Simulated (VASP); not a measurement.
# Si (P6_3/mmc) in VASP: a series of runs

Si is run at these levels: PBEsol; tasks: single point.

Program: VASP 6.6.1. These are calculated values, not measurements. Logs are shortened: lines on timing, memory, paths and dates and some standing lists are left out, and cuts for length are marked.

## (1) The cell of the first run

The structure is hexagonal, space group P6_3/mmc (No. 194). The conventional cell has a = 2.389 Å, b = 2.389 Å, c = 4.045 Å, α = 90.00°, β = 90.00°, γ = 120.00°. Si (site symmetry -6m2) has 12 Si at 2.39 to 2.45 Å within 3.2 Å.

## (2) Single point, PBEsol

Contents of INCAR:

```
SYSTEM = Si
PREC = Accurate ; ENCUT = 520
EDIFF = 1E-6 ; ISMEAR = -1
SIGMA = 0.05 ; LREAL = .False.
LASPH = .True. ; NELM = 80
ALGO = Normal ; ISIF = 2
LWAVE = .False. ; LCHARG = .False.
GGA = PS ; NBANDS = 11
```

Contents of KPOINTS:

```
Automatic mesh
0
Gamma
  17 17 10
  0 0 0
```

Contents of POSCAR:

```
Si
1.0
    2.3889515968      0.0000000000      0.0000000000
   -1.1944757984      2.0688927712      0.0000000000
    0.0000000000      0.0000000000      4.0451608551
Si
2
Direct
    0.3333333333      0.6666666667      0.2500000000
    0.6666666667      0.3333333333      0.7500000000
```

Potentials or basis: VASP PAW PBE potentials, release 64 (Si).

The run is started by

```console
cat potpaw_PBE.64/Si/POTCAR > POTCAR
mpirun -np 1 vasp_std > vasp.out
```

OUTCAR:

```text
SYSTEM = Si
   PREC = Accurate
   ENCUT = 520
   EDIFF = 1E-6
   ISMEAR = -1
   LREAL = .False.
   LASPH = .True.
   NELM = 80
   ISIF = 2
   GGA = PS

 ion  position               nearest neighbor table
   1  0.333  0.667  0.250-   2 2.45   2 2.45   2 2.45   2 2.45   2 2.45   2 2.45
   2  0.667  0.333  0.750-   1 2.45   1 2.45   1 2.45   1 2.45   1 2.45   1 2.45

  LATTYP: Found a hexagonal cell.
 ALAT       =     2.3889515968
 C/A-ratio  =     1.6932787004

  Lattice vectors:

 A1 = (   2.3889515968,   0.0000000000,   0.0000000000)
 A2 = (  -1.1944757984,   2.0688927712,   0.0000000000)
 A3 = (   0.0000000000,   0.0000000000,   4.0451608551)

Analysis of symmetry for initial positions (statically):
=====================================================================
 Subroutine PRICEL returns:
 Original cell was already a primitive cell.

 Routine SETGRP: Setting up the symmetry group for a
 hexagonal supercell.

 Subroutine GETGRP returns: Found 24 space group operations
 (whereof 12 operations were pure point group operations)
 out of a pool of 24 trial point group operations.

The static configuration has the point symmetry D_3d.
 The point group associated with its full space group is D_6h.

Analysis of symmetry for dynamics (positions and initial velocities):
=====================================================================
 Subroutine PRICEL returns:
 Original cell was already a primitive cell.

 Routine SETGRP: Setting up the symmetry group for a
 hexagonal supercell.

 Subroutine GETGRP returns: Found 24 space group operations
 (whereof 12 operations were pure point group operations)
 out of a pool of 24 trial point group operations.

The dynamic configuration has the point symmetry D_3d.
 The point group associated with its full space group is D_6h.

 Subroutine INISYM returns: Found 24 space group operations
 (whereof 12 operations are pure point group operations),
 and found     1 'primitive' translations

----------------------------------------------------------------------------------------

                                     Primitive cell

  volume of cell :      19.9931

  direct lattice vectors                    reciprocal lattice vectors
     2.388951597  0.000000000  0.000000000     0.418593663  0.241675164  0.000000000
    -1.194475798  2.068892771  0.000000000     0.000000000  0.483350328  0.000000000
     0.000000000  0.000000000  4.045160855     0.000000000  0.000000000  0.247208958

  length of vectors
     2.388951597  2.388951597  4.045160855     0.483350328  0.483350328  0.247208958

  position of ions in fractional coordinates (direct lattice)
     0.333333333  0.666666667  0.250000000
     0.666666667  0.333333333  0.750000000

  ion indices of the primitive-cell ions
   primitive index   ion index
                 1           1
                 2           2

----------------------------------------------------------------------------------------

 KPOINTS: Automatic mesh

Automatic generation of k-mesh.
 Grid dimensions read from file:
 generate k-points for:   17   17   10

 Generating k-lattice:

  Cartesian coordinates                     Fractional coordinates (reciprocal lattice)
     0.024623157  0.014216186  0.000000000     0.058823529 -0.000000000  0.000000000
     0.000000000  0.028432372  0.000000000     0.000000000  0.058823529  0.000000000
     0.000000000  0.000000000  0.024720896     0.000000000  0.000000000  0.100000000

  Length of vectors
     0.028432372  0.028432372  0.024720896

  Shift w.r.t. Gamma in fractional coordinates (k-lattice)
     0.000000000  0.000000000  0.000000000

 Subroutine IBZKPT returns following result:
 ===========================================

 Found    198 irreducible k-points:

 Following reciprocal coordinates:
            Coordinates               Weight
  0.000000  0.000000  0.000000      1.000000
  0.058824  0.000000  0.000000      6.000000
  0.117647  0.000000  0.000000      6.000000
  0.176471  0.000000  0.000000      6.000000
  0.235294  0.000000  0.000000      6.000000
  0.294118  0.000000  0.000000      6.000000
[... 16 lines left out ...]
  0.411765  0.117647  0.000000     12.000000
  0.176471  0.176471  0.000000      6.000000
 [... further k-points ...]
   k-points           NKPTS =    198   k-points in BZ     NKDIM =    198   number of bands    NBANDS=     11
   number of dos      NEDOS =    301   number of ions     NIONS =      2
   total plane-waves  NPLWV =   9720
   dimension x,y,z NGX =    18 NGY =   18 NGZ =   30
   dimension x,y,z NGXF=    36 NGYF=   36 NGZF=   60
   ions per type =               2
   NGX,Y,Z   is equivalent  to a cutoff of  12.53, 12.53, 12.33 a.u.
   NGXF,Y,Z  is equivalent  to a cutoff of  25.05, 25.05, 24.66 a.u.
 SYSTEM =  Si
   PREC   = accura    normal or accurate (medium, high low for compatibility)
   ISTART =      0    job   : 0-new  1-cont  2-samecut
   ICHARG =      2    charge: 1-file 2-atom 10-const
   ISPIN  =      1    spin polarized calculation?
   LNONCOLLINEAR =      F non collinear calculations
   LSORBIT =      F    spin-orbit coupling
   LASPH  =      T    aspherical Exc in radial PAW
   ENCUT  =  520.0 eV  38.22 Ry    6.18 a.u.   4.44  4.44  7.52*2*pi/ulx,y,z
   NELM   =     80;   NELMIN=  2; NELMDL= -5     # of ELM steps
   EDIFF  = 0.1E-05   stopping-criterion for ELM
   LREAL  =      F    real-space projection
   EDIFFG = 0.1E-04   stopping-criterion for IOM
   NSW    =      0    number of steps for IOM
   IBRION =     -1    ionic relax: 0-MD 1-quasi-New 2-CG
   NFREE  =      0    steps in history (QN), initial steepest desc. (CG)
   ISIF   =      2    stress and relaxation
   ISYM   =      2    0-nonsym 1-usesym 2-fastsym
   POTIM  = 0.5000    time-step for ionic-motion
   TEBEG  =    0.0;   TEEND  =   0.0 temperature during run
   PSTRESS=    0.0 pullay stress
   NELECT =       8.0000    total number of electrons
   NUPDOWN=      -1.0000    fix difference up-down
   EMIN   =  10.00;   EMAX   =-10.00  energy-range for DOS
   EFERMI =   0.00;   METHOD = LEGACY
   ISMEAR =    -1;   SIGMA  =   0.05  broadening in eV -4-tet -1-fermi 0-gaus
   EFERMI_NEDOS =   21; number of points for ismear=-14 and -15
   IALGO  =     38    algorithm
   IMIX   =      4    mixing-type and parameters
     AMIX     =   0.40;   BMIX     =  1.00
     AMIX_MAG =   1.60;   BMIX_MAG =  1.00
  volume/ion in A,a.u.               =      10.00        67.46
  Fermi-wavevector in a.u.,A,eV,Ry     =   1.206362  2.279694 19.800697  1.455310
  Thomas-Fermi vector in A             =   2.342032
   LORBIT       =      0    0 simple, 1 ext, 2 COOP (PROOUT), +10 PAW based schemes
   GGA     = PS    functional components
   LHFCALC =     F    Hartree Fock is set to
   AEXX    =    0.0000 exact exchange contribution
   IVDW    =     0    specifies the selected vdW correction
   LEPSILON=     F    determine dielectric tensor
   LRPA    =     F    only Hartree local field effects (RPA)
 non-spin polarized calculation
  energy-cutoff  :      520.00
  volume of cell :       19.99
 maximum number of plane-waves:       561
 NGX is ok and might be reduce to    18

 number of electron       8.0000000 magnetization

 Free energy of the ion-electron system (eV)
  ---------------------------------------------------
  ext. energy  EPLUGINS =         0.00000000
  ---------------------------------------------------
  free energy    TOTEN  =        -9.49518964 eV

  energy without entropy =       -9.49040422  energy(sigma->0) =       -9.49279693

 E-fermi :  15.6061     XC(G=0): -12.7941

 val. band max:       15.5786492751   @ k =   0.1765   0.1765   0.0000
 cond. band min:      15.6424812642   @ k =   0.2353   0.0588   0.2000
 fundamental gap:      0.0638319890
 Fermi energy:        15.6060984416

 k-point     1 :       0.0000    0.0000    0.0000
  band No.  band energies     occupation
      1      -2.5516      2.00000
      2       5.9153      2.00000
      3       6.2734      2.00000
      4      27.7891      0.00000
      5      27.7891      0.00000
      6      27.8928      0.00000
      7      27.8983      0.00000
      8      27.8983      0.00000
      9      30.8452      0.00000
     10      32.8145      0.00000
     11      33.9159      0.00000

 k-point     2 :       0.0588    0.0000    0.0000
  band No.  band energies     occupation
      1      -2.4344      2.00000
      2       6.0242      2.00000
      3       6.3855      2.00000
      4      25.2775      0.00000
      5      26.3029      0.00000
      6      27.4889      0.00000
      7      29.0763      0.00000
      8      29.5435      0.00000
      9      30.8714      0.00000
     10      32.5895      0.00000
     11      33.0250      0.00000

 k-point     3 :       0.1176    0.0000    0.0000
  band No.  band energies     occupation
      1      -2.0835      2.00000
      2       6.3508      2.00000
      3       6.7200      2.00000
      4      22.3060      0.00000
      5      24.9518      0.00000
      6      26.4968      0.00000
      7      28.8035      0.00000
      8      29.9241      0.00000
      9      31.0432      0.00000
     10      31.2000      0.00000
     11      31.4664      0.00000

 k-point     4 :       0.1765    0.0000    0.0000
  band No.  band energies     occupation
      1      -1.5003      2.00000
      2       6.8953      2.00000
      3       7.2700      2.00000
      4      19.3544      0.00000
      5      23.7944      0.00000
      6      25.0529      0.00000
      7      27.1588      0.00000
      8      27.4737      0.00000
      9      30.7025      0.00000
     10      30.8155      0.00000
     11      31.4912      0.00000
[... 239 lines left out ...]
 k-point    22 :       0.3529    0.1176    0.0000
  band No.  band energies     occupation
      1       3.4194      2.00000
      2       8.8645      2.00000
      3      11.5603      2.00000
      4      12.3158      2.00000
      5      16.0668      0.00020
      6      17.2392      0.00000
      7      18.8974      0.00000
      8      24.7849      0.00000
      9      25.1013      0.00000
     10      27.8941      0.00000
     11      33.8700      0.00000

 k-point    23 :       0.4118    0.1176    0.0000
  band No.  band energies     occupation
      1       5.0903      2.00000
      2       6.9393      2.00000
      3      13.1033      2.00000
      4      13.5677      2.00000
      5      14.9621      1.99999
      6      15.2688      1.99765
      7      18.0361      0.00000
      8      24.5532      0.00000
      9      24.9227      0.00000
     10      27.7157      0.00000
     11      33.9518      0.00000

 k-point    24 :       0.1765    0.1765    0.0000
  band No.  band energies     occupation
      1       0.5802      2.00000
      2       8.8551      2.00000
      3       9.1421      2.00000
      4      15.5786      1.26780
      5      16.1999      0.00001
      6      22.9668      0.00000
      7      23.5419      0.00000
      8      24.7569      0.00000
      9      24.8052      0.00000
     10      30.7830      0.00000
     11      32.5162      0.00000

 [... further k-points ...]
[... 5 lines left out ...]
  --------------------------------------------------------------------------------------
  -------------------------------------------------------------------------------------
  Total        8.6515873      8.6515873      8.6594956      0.0000000      0.0000000      0.0000000
  in kB      693.3064643    693.3064643    693.9402076      0.0000000      0.0000000      0.0000000
  external PRESSURE =     693.5177121 kB  Pullay stress =       0.0000000 kB

 VOLUME and BASIS-vectors are now :
 -----------------------------------------------------------------------------
  energy-cutoff  :      520.00
  volume of cell :       19.99
      direct lattice vectors                 reciprocal lattice vectors
     2.388951597  0.000000000  0.000000000     0.418593663  0.241675164  0.000000000
    -1.194475798  2.068892771  0.000000000     0.000000000  0.483350328  0.000000000
     0.000000000  0.000000000  4.045160855     0.000000000  0.000000000  0.247208958

 POSITION                                       TOTAL-FORCE (eV/Angst)
 -----------------------------------------------------------------------------------
     -0.00000      1.37926      1.01129         0.000000     -0.000000      0.000000
      1.19448      0.68963      3.03387        -0.000000      0.000000      0.000000
 -----------------------------------------------------------------------------------
    total drift:                                0.000000     -0.000000     -0.000000

  FREE ENERGIE OF THE ION-ELECTRON SYSTEM (eV)
  ---------------------------------------------------
  free  energy   TOTEN  =        -9.4951896411 eV

  energy  without entropy=       -9.4904042152  energy(sigma->0) =       -9.49279693
```

Run time: 18 s. Hardware: 1 thread of AMD EPYC 7R13 (Zen 3), shared host; peak memory 0.11 GiB.

What came out:

- Free energy: -9.4952 eV
- Pressure: 69.4 GPa
- Band gap on the k mesh: zero (band 4 reaches 27.79 eV, above the bottom of band 5 at 12.21 eV)

Caveat: the PAW data sets were made with another functional, which shifts forces and pressure a little.

## (3) Single point, PBEsol

This run uses another cell than the first one: it holds 4 atoms, not 2.

Contents of INCAR:

```
SYSTEM = Si
PREC = Accurate
ENCUT = 520
EDIFF = 1E-6
ISMEAR = -1
SIGMA = 0.05
LREAL = .FALSE.
LASPH = .TRUE.
NELM = 60
ALGO = Normal
ISIF = 2
LWAVE = .FALSE.
LCHARG = .TRUE.
GGA = PS
LELF = .TRUE.
LVHAR = .TRUE.
NBANDS = 16
```

Contents of KPOINTS:

```
regular mesh
0
G
  12 12 4
  0 0 0
```

Contents of POSCAR:

```
Si
1.0
    3.6842852024      0.0000000000      0.0000000000
   -1.8421426012      3.1906845801      0.0000000000
    0.0000000000      0.0000000000      4.2001887442
Si
4
Direct
    0.0000000000      0.0000000000      0.2500000000
    0.0000000000      0.0000000000      0.7500000000
    0.3333333333      0.6666666667      0.2500000000
    0.6666666667      0.3333333333      0.7500000000
```

Potentials or basis: VASP PAW PBE potentials, release 64 (Si).

The run is started by

```console
cat potpaw_PBE.64/Si/POTCAR > POTCAR
mpirun -np 1 vasp_std > vasp.out
```

Run time: 25 s. Hardware: 1 thread of AMD EPYC 7R13 (Zen 3), shared host; peak memory 0.14 GiB.

Results (log left out):

- Free energy: -17.5919 eV
- Pressure: 69.3 GPa
- Band gap on the k mesh: zero (band 8 reaches 14.17 eV, above the bottom of band 9 at 9.72 eV)

Stress tensor (GPa, compression positive):
```
69.35  0.00  0.00
 0.00 69.35  0.00
 0.00  0.00 69.27
```

Levels at points of the mesh, in eV from the Fermi level:
```csv
k point,band 4,band 5,band 6,band 7,band 8,band 9,band 10,band 11,band 12,band 13
"(0.00, 0.00, 0.00)",-4.21,-4.21,-2.29,-2.29,-1.64,2.05,3.04,3.04,3.22,4.89
"(0.50, 0.00, 0.00)",-6.04,-5.98,-5.12,-3.31,-2.30,-0.46,2.49,2.58,4.64,7.30
"(0.00, 0.00, 0.50)",-2.75,-2.75,-2.75,-0.87,-0.87,0.80,0.80,0.80,0.80,1.82
"(0.50, 0.00, 0.50)",-9.72,-4.57,-4.57,-2.29,-2.29,2.84,2.84,5.87,5.87,7.97
```

Caveat: the k points lie up to 0.37 Å⁻¹ apart; the PAW data sets were made with another functional, which shifts forces and pressure a little.

## (4) Single point, PBEsol

This run uses another cell than the first one: it holds 4 atoms, not 2.

Contents of INCAR:

```
PREC = Accurate
ENCUT = 520
EDIFF = 1E-7
ISMEAR = -1
SIGMA = 0.05
LREAL = F
LASPH = T
NELM = 100
ALGO = Normal
ISIF = 2
LWAVE = F
LCHARG = T
GGA = PS
LELF = T
LVHAR = T
NBANDS = 16
```

Contents of KPOINTS:

```
Automatic mesh
0
Gamma
  12 12 4
```

POSCAR is that of step 3.

The run is started by

```console
cat potpaw_PBE.64/Si/POTCAR > POTCAR
mpirun -np 1 vasp_std > vasp.out
```

It took 73 s on 1 thread of Intel Xeon Platinum 8259CL at 2.50GHz (Skylake/Cascade Lake), shared host; peak memory 0.17 GiB.

Results (log left out):

```yaml
Free_energy: -17.5919 eV
Pressure: 69.3 GPa
Band_gap_on_the_k_mesh: zero (band 8 reaches 14.17 eV, above the bottom of band 9 at 9.72 eV)
```

Levels at points of the mesh, in eV from the Fermi level:
```tsv
k point	band 5	band 6	band 7	band 8	band 9	band 10	band 11	band 12
(0.00, 0.00, 0.00)	-4.21	-2.29	-2.29	-1.64	2.05	3.04	3.04	3.22
(0.50, 0.00, 0.00)	-5.98	-5.12	-3.31	-2.30	-0.46	2.49	2.58	4.64
(0.00, 0.00, 0.50)	-2.75	-2.75	-0.87	-0.87	0.80	0.80	0.80	0.80
(0.50, 0.00, 0.50)	-4.57	-4.57	-2.29	-2.29	2.84	2.84	5.87	5.87
```

Caveat: the k points lie up to 0.37 Å⁻¹ apart; the PAW data sets were made with another functional, which shifts forces and pressure a little.
